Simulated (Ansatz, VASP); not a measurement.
Two plane-wave programs on Ir3Rh2

```xyz
10
Lattice="2.7400 0.0000 0.0000 -1.3700 2.3729 0.0000 0.0000 0.0000 22.1165" Properties=species:S:1:pos:R:3 pbc="T T T"
Ir    0.0000    1.5819   16.5873
Ir    0.0000    1.5819    3.3076
Ir    0.0000    1.5819    7.7506
Ir    1.3700    0.7910   18.8088
Ir    1.3700    0.7910    5.5291
Ir    1.3700    0.7910   14.3659
Rh    0.0000    1.5819   21.0099
Rh    0.0000    1.5819   12.1648
Rh    1.3700    0.7910    1.1066
Rh    1.3700    0.7910    9.9517
```

Alike in both runs: task single point; functional PBE; k mesh 6 × 6 × 1; occupations gaussian, width 0.1 eV; collinear spin.

|  | VASP | Ansatz |
| --- | --- | --- |
| version | VASP 6.6.1 | Ansatz 0.2.0 |
| potentials or method | VASP PAW PBE potentials, release 64 (Ir, Rh_pv), cutoff 520 eV | scalar-relativistic, plane waves, PAW |
| valence electrons in the cell | 114 | 170 |

Ansatz gave:

```
gap on the k mesh at the Fermi level (eV)                     : none
pressure (GPa)                                                : 0.7
traceless stress, the component that is largest in VASP (GPa) : -3.63
rms of the force components (eV/Å)                            : 0.051
net moment per atom (μB)                                      : 0.00
```

Question: What did VASP give for the same quantities?

Answer: gap on the k mesh at the Fermi level (eV): none; pressure (GPa): 1.1; traceless stress, the component that is largest in VASP (GPa): -3.56; rms of the force components (eV/Å): 0.039; net moment per atom (μB): 0.00.

Atom by atom the forces differ by 0.012 eV/Å (rms over components). A gap of «none» marks a metal or a gap that the smearing closes. With one functional, cell and mesh, what is left measures potentials, basis and numerics. VASP's potentials hold 114 valence electrons a cell and Ansatz's 170, so a difference there can come from the potentials and not from the codes. Ansatz's warnings: seeded moment not kept.

The k mesh is coarse, so the values compare programs but aren't converged. Neither program's run includes spin-orbit coupling.
